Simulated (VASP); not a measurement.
# Ta (Im-3m) in VASP: a series of runs

The runs below take Ta through single point, with PBE, LDA.

Everything below comes from runs of VASP 6.6.1. Logs are shortened: lines on timing, memory, paths and dates and some standing lists are left out, and cuts for length are marked.

### Step 1. The cell of the first run

Symmetry: Im-3m, No. 229, cubic system. The conventional cell has a = 3.224 Å, b = 3.224 Å, c = 3.224 Å, α = 90.00°, β = 90.00°, γ = 90.00°. Within 3.7 Å of Ta (site symmetry m-3m) lie 14 Ta at 2.79 to 3.22 Å.

### Step 2. Single point, PBE

The input, INCAR:

```
PREC = Accurate ; ENCUT = 520
EDIFF = 1E-6 ; ISMEAR = -1
SIGMA = 0.05 ; LREAL = F
LASPH = T ; NELM = 60
ALGO = Normal ; ISIF = 2
LWAVE = F ; LCHARG = F
GGA = PE ; NBANDS = 12
```

The input, KPOINTS:

```
regular mesh
0
Gamma
  11 11 11
```

The input, POSCAR:

```
Ta
1.0
   -1.6120952568      1.6120952568      1.6120952568
    1.6120952568     -1.6120952568      1.6120952568
    1.6120952568      1.6120952568     -1.6120952568
Ta
1
Direct
    0.0000000000      0.0000000000      0.0000000000
```

Potentials or basis: VASP PAW PBE potentials, release 64 (Ta_pv).

The run is started by

```
$ cat potpaw_PBE.64/Ta_pv/POTCAR > POTCAR
$ mpirun -np 1 vasp_std > vasp.out
```

OUTCAR:

```text
PREC = Accurate
   ENCUT = 520
   EDIFF = 1E-6
   ISMEAR = -1
   LREAL = F
   LASPH = T
   NELM = 60
   ISIF = 2
   GGA = PE

 ion  position               nearest neighbor table
   1  0.000  0.000  0.000-

  LATTYP: Found a body centered cubic cell.
 ALAT       =     3.2241905136

  Lattice vectors:

 A1 = (  -1.6120952568,   1.6120952568,   1.6120952568)
 A2 = (   1.6120952568,  -1.6120952568,   1.6120952568)
 A3 = (   1.6120952568,   1.6120952568,  -1.6120952568)

Analysis of symmetry for initial positions (statically):
=====================================================================
 Subroutine PRICEL returns:
 Original cell was already a primitive cell.

 Routine SETGRP: Setting up the symmetry group for a
 body centered cubic supercell.

 Subroutine GETGRP returns: Found 48 space group operations
 (whereof 48 operations were pure point group operations)
 out of a pool of 48 trial point group operations.

The static configuration has the point symmetry O_h .

Analysis of symmetry for dynamics (positions and initial velocities):
=====================================================================
 Subroutine PRICEL returns:
 Original cell was already a primitive cell.

 Routine SETGRP: Setting up the symmetry group for a
 body centered cubic supercell.

 Subroutine GETGRP returns: Found 48 space group operations
 (whereof 48 operations were pure point group operations)
 out of a pool of 48 trial point group operations.

The dynamic configuration has the point symmetry O_h .

 Subroutine INISYM returns: Found 48 space group operations
 (whereof 48 operations are pure point group operations),
 and found     1 'primitive' translations

----------------------------------------------------------------------------------------

                                     Primitive cell

  volume of cell :      16.7584

  direct lattice vectors                    reciprocal lattice vectors
    -1.612095257  1.612095257  1.612095257     0.000000000  0.310155369  0.310155369
     1.612095257 -1.612095257  1.612095257     0.310155369  0.000000000  0.310155369
     1.612095257  1.612095257 -1.612095257     0.310155369  0.310155369  0.000000000

  length of vectors
     2.792230891  2.792230891  2.792230891     0.438625930  0.438625930  0.438625930

  position of ions in fractional coordinates (direct lattice)
     0.000000000  0.000000000  0.000000000

  ion indices of the primitive-cell ions
   primitive index   ion index
                 1           1

----------------------------------------------------------------------------------------

 KPOINTS: regular mesh

Automatic generation of k-mesh.
 Grid dimensions read from file:
 generate k-points for:   11   11   11

 Generating k-lattice:

  Cartesian coordinates                     Fractional coordinates (reciprocal lattice)
     0.000000000  0.028195943  0.028195943     0.090909091  0.000000000  0.000000000
     0.028195943  0.000000000  0.028195943     0.000000000  0.090909091  0.000000000
     0.028195943  0.028195943  0.000000000     0.000000000  0.000000000  0.090909091

  Length of vectors
     0.039875085  0.039875085  0.039875085

  Shift w.r.t. Gamma in fractional coordinates (k-lattice)
     0.000000000  0.000000000  0.000000000

 Subroutine IBZKPT returns following result:
 ===========================================

 Found     56 irreducible k-points:

 Following reciprocal coordinates:
            Coordinates               Weight
  0.000000  0.000000  0.000000      1.000000
  0.090909  0.000000  0.000000     12.000000
  0.181818  0.000000  0.000000     12.000000
  0.272727  0.000000  0.000000     12.000000
  0.363636  0.000000  0.000000     12.000000
  0.454545  0.000000  0.000000     12.000000
[... 16 lines left out ...]
  0.272727  0.181818  0.090909     48.000000
  0.363636  0.181818  0.090909     24.000000
 [... further k-points ...]
   k-points           NKPTS =     56   k-points in BZ     NKDIM =     56   number of bands    NBANDS=     12
   number of dos      NEDOS =    301   number of ions     NIONS =      1
   total plane-waves  NPLWV =  13824
   dimension x,y,z NGX =    24 NGY =   24 NGZ =   24
   dimension x,y,z NGXF=    48 NGYF=   48 NGZF=   48
   ions per type =               1
   NGX,Y,Z   is equivalent  to a cutoff of  14.29, 14.29, 14.29 a.u.
   NGXF,Y,Z  is equivalent  to a cutoff of  28.58, 28.58, 28.58 a.u.
 SYSTEM =  unknown system
   PREC   = accura    normal or accurate (medium, high low for compatibility)
   ISTART =      0    job   : 0-new  1-cont  2-samecut
   ICHARG =      2    charge: 1-file 2-atom 10-const
   ISPIN  =      1    spin polarized calculation?
   LNONCOLLINEAR =      F non collinear calculations
   LSORBIT =      F    spin-orbit coupling
   LASPH  =      T    aspherical Exc in radial PAW
   ENCUT  =  520.0 eV  38.22 Ry    6.18 a.u.   5.19  5.19  5.19*2*pi/ulx,y,z
   NELM   =     60;   NELMIN=  2; NELMDL= -5     # of ELM steps
   EDIFF  = 0.1E-05   stopping-criterion for ELM
   LREAL  =      F    real-space projection
   EDIFFG = 0.1E-04   stopping-criterion for IOM
   NSW    =      0    number of steps for IOM
   IBRION =     -1    ionic relax: 0-MD 1-quasi-New 2-CG
   NFREE  =      0    steps in history (QN), initial steepest desc. (CG)
   ISIF   =      2    stress and relaxation
   ISYM   =      2    0-nonsym 1-usesym 2-fastsym
   POTIM  = 0.5000    time-step for ionic-motion
   TEBEG  =    0.0;   TEEND  =   0.0 temperature during run
   PSTRESS=    0.0 pullay stress
   NELECT =      11.0000    total number of electrons
   NUPDOWN=      -1.0000    fix difference up-down
   EMIN   =  10.00;   EMAX   =-10.00  energy-range for DOS
   EFERMI =   0.00;   METHOD = LEGACY
   ISMEAR =    -1;   SIGMA  =   0.05  broadening in eV -4-tet -1-fermi 0-gaus
   EFERMI_NEDOS =   21; number of points for ismear=-14 and -15
   IALGO  =     38    algorithm
   IMIX   =      4    mixing-type and parameters
     AMIX     =   0.40;   BMIX     =  1.00
     AMIX_MAG =   1.60;   BMIX_MAG =  1.00
  volume/ion in A,a.u.               =      16.76       113.09
  Fermi-wavevector in a.u.,A,eV,Ry     =   1.422749  2.688606 27.541122  2.024215
  Thomas-Fermi vector in A             =   2.543420
   LORBIT       =      0    0 simple, 1 ext, 2 COOP (PROOUT), +10 PAW based schemes
   GGA     = PE    functional components
   LHFCALC =     F    Hartree Fock is set to
   AEXX    =    0.0000 exact exchange contribution
   IVDW    =     0    specifies the selected vdW correction
   LEPSILON=     F    determine dielectric tensor
   LRPA    =     F    only Hartree local field effects (RPA)
 non-spin polarized calculation
  energy-cutoff  :      520.00
  volume of cell :       16.76
 maximum number of plane-waves:       470
 NGX is ok and might be reduce to    24
   NGX = 11   NGY = 11   NGZ = 11

 number of electron      10.9999998 magnetization

 Free energy of the ion-electron system (eV)
  ---------------------------------------------------
  ext. energy  EPLUGINS =         0.00000000
  ---------------------------------------------------
  free energy    TOTEN  =       -11.73279322 eV

  energy without entropy =      -11.72672181  energy(sigma->0) =      -11.72975751

 E-fermi :   6.0831     XC(G=0): -12.9920

 val. band max:        6.0243908841   @ k =  -0.4545  -0.4545   0.0909
 cond. band min:       6.1580387877   @ k =  -0.1818   0.2727   0.0909
 fundamental gap:      0.1336479036
 Fermi energy:         6.0831389689

 k-point     1 :       0.0000    0.0000    0.0000
  band No.  band energies     occupation
      1     -26.6975      2.00000
      2     -26.6975      2.00000
      3     -26.6975      2.00000
      4      -2.0997      2.00000
      5       6.8139      0.00000
      6       6.8139      0.00000
      7       6.8139      0.00000
      8      10.3492      0.00000
      9      10.3492      0.00000
     10      21.4403      0.00000
     11      21.4403      0.00000
     12      21.4403      0.00000

 k-point     2 :       0.0909    0.0000    0.0000
  band No.  band energies     occupation
      1     -26.8272      2.00000
      2     -26.7366      2.00000
      3     -26.6985      2.00000
      4      -1.6997      2.00000
      5       6.5537      0.00016
      6       6.7248      0.00001
      7       7.2107      0.00000
      8       9.9562      0.00000
      9      10.3496      0.00000
     10      21.0241      0.00000
     11      21.7981      0.00000
     12      22.1348      0.00000

 k-point     3 :       0.1818    0.0000    0.0000
  band No.  band energies     occupation
      1     -27.1634      2.00000
      2     -26.8400      2.00000
      3     -26.7011      2.00000
      4      -0.6332      2.00000
      5       5.9282      1.91375
      6       6.3115      0.02055
      7       8.3676      0.00000
      8       9.5803      0.00000
      9      10.4081      0.00000
     10      21.0232      0.00000
     11      22.3352      0.00000
     12      24.0495      0.00000
[... 286 lines left out ...]
 k-point    23 :       0.2727    0.1818    0.0909
  band No.  band energies     occupation
      1     -27.9180      2.00000
      2     -27.2759      2.00000
      3     -26.9348      2.00000
      4       3.0813      2.00000
      5       4.4029      2.00000
      6       5.5327      1.99997
      7      10.7649      0.00000
      8      11.3876      0.00000
      9      16.0671      0.00000
     10      17.4792      0.00000
     11      20.8694      0.00000
     12      21.0352      0.00000

 k-point    24 :       0.3636    0.1818    0.0909
  band No.  band energies     occupation
      1     -27.9225      2.00000
      2     -27.3737      2.00000
      3     -26.9452      2.00000
      4       3.0615      2.00000
      5       4.3407      2.00000
      6       6.2639      0.05241
      7      10.8713      0.00000
      8      11.5047      0.00000
      9      16.1206      0.00000
     10      17.0781      0.00000
     11      20.2064      0.00000
     12      21.0320      0.00000

 [... further k-points ...]
[... 5 lines left out ...]
  --------------------------------------------------------------------------------------
  -------------------------------------------------------------------------------------
  Total        2.1161178      2.1161178      2.1161178      0.0000000      0.0000000     -0.0000000
  in kB      202.3104528    202.3104528    202.3104528      0.0000000      0.0000000     -0.0000000
  external PRESSURE =     202.3104528 kB  Pullay stress =       0.0000000 kB

 VOLUME and BASIS-vectors are now :
 -----------------------------------------------------------------------------
  energy-cutoff  :      520.00
  volume of cell :       16.76
      direct lattice vectors                 reciprocal lattice vectors
    -1.612095257  1.612095257  1.612095257     0.000000000  0.310155369  0.310155369
     1.612095257 -1.612095257  1.612095257     0.310155369  0.000000000  0.310155369
     1.612095257  1.612095257 -1.612095257     0.310155369  0.310155369  0.000000000

 POSITION                                       TOTAL-FORCE (eV/Angst)
 -----------------------------------------------------------------------------------
      0.00000      0.00000      0.00000         0.000000      0.000000     -0.000000
 -----------------------------------------------------------------------------------
    total drift:                                0.000000      0.000000      0.000000

  FREE ENERGIE OF THE ION-ELECTRON SYSTEM (eV)
  ---------------------------------------------------
  free  energy   TOTEN  =       -11.7327932180 eV

  energy  without entropy=      -11.7267218112  energy(sigma->0) =      -11.72975751
```

It took 5.3 s on 1 thread of Intel Xeon Platinum 8375C at 2.90GHz (Ice Lake), shared host; peak memory 0.14 GiB.

What came out:

```
Free energy : -11.7328 eV
Pressure    : 20.2 GPa
```

Levels at points of the mesh, in eV from the Fermi level:
| k point | band 1 | band 2 | band 3 | band 4 | band 5 | band 6 | band 7 | band 8 | band 9 | band 10 |
| --- | --- | --- | --- | --- | --- | --- | --- | --- | --- | --- |
| (0.00, 0.00, 0.00) | -32.78 | -32.78 | -32.78 | -8.18 | 0.73 | 0.73 | 0.73 | 4.27 | 4.27 | 15.36 |

Caveat: spin-orbit coupling is left out, which moves the levels of the heavy elements.

[end of part 1 of 2]
